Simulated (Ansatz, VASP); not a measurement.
**NbC2: VASP beside Ansatz**

The input INCAR:

```
SYSTEM = NbC2
ALGO = Normal
EDIFF = 1E-7
EDIFFG = -0.08
ENCUT = 600
GGA = PE
GGA_COMPAT = .FALSE.
IBRION = 2
ISIF = 3
ISMEAR = 0
LASPH = .TRUE.
LCHARG = .FALSE.
LREAL = .FALSE.
LWAVE = .FALSE.
NELM = 120
NELMIN = 4
NSW = 36
PREC = Accurate
SIGMA = 0.2
```

The input KPOINTS:

```
k-points
0
G
  6 6 5
  0 0 0
```

POSCAR

```
NbC2
1.0
    3.8682309400      0.0000000000      0.0000000000
   -1.9341154700      3.3499862700      0.0000000000
    0.0000000000      0.0000000000      3.8300556900
Nb C
1 2
Direct
    0.0000000000      0.0000000000      0.5000000000
    0.0000000000      0.0000000000      0.1489229900
    0.0000000000      0.0000000000      0.8510770100
```

Input for Ansatz:

```yaml
crystal:
  lattice:
    - [3.86823094, 0.0, 0.0]
    - [-1.93411547, 3.34998627, 0.0]
    - [0.0, 0.0, 3.83005569]
  atoms:
    - { symbol: Nb, position: [0.0, 0.0, 0.5] }
    - { symbol: C, position: [0.0, 0.0, 0.14892299] }
    - { symbol: C, position: [0.0, 0.0, 0.85107701] }
basis:
  ecutwfc: 420
kpoints:
  mp_grid: { grid: [6, 6, 5] }
hamiltonian:
  xc: pbe
scf:
  occupations: { method: gaussian, width: 0.2 }
  lower_state_search: "off"
output:
  forces: true
  stress: true
  eigenvalues: true
relax:
  adjacent_minimum: "off"
  f_tol: 0.08
  max_steps: 16
  cell: { stress_tol: 0.8 }
```

Alike in both runs: task relaxation of cell and atoms; functional PBE; k mesh 6 × 6 × 5; occupations gaussian, width 0.2 eV; no spin polarisation.

```csv
,VASP,Ansatz
version,VASP 6.6.1,Ansatz 0.2.0
potentials or method,"VASP PAW PBE potentials, release 64 (Nb_sv, C), cutoff 600 eV","scalar-relativistic, plane waves, PAW"
valence electrons in the cell,21,21
```

VASP gave:

* gap on the k mesh at the Fermi level, each at its own relaxed structure (eV): none
* relaxed volume (Å³/atom): 15.03
* relaxed cell length with the largest relative difference (Å): 5.471

**Question.** Estimate Ansatz's values.

**Answer.** gap on the k mesh at the Fermi level, each at its own relaxed structure (eV): none; relaxed volume (Å³/atom): 14.99; relaxed cell length with the largest relative difference (Å): 5.489.

A gap of «none» marks a metal or a gap that the smearing closes.
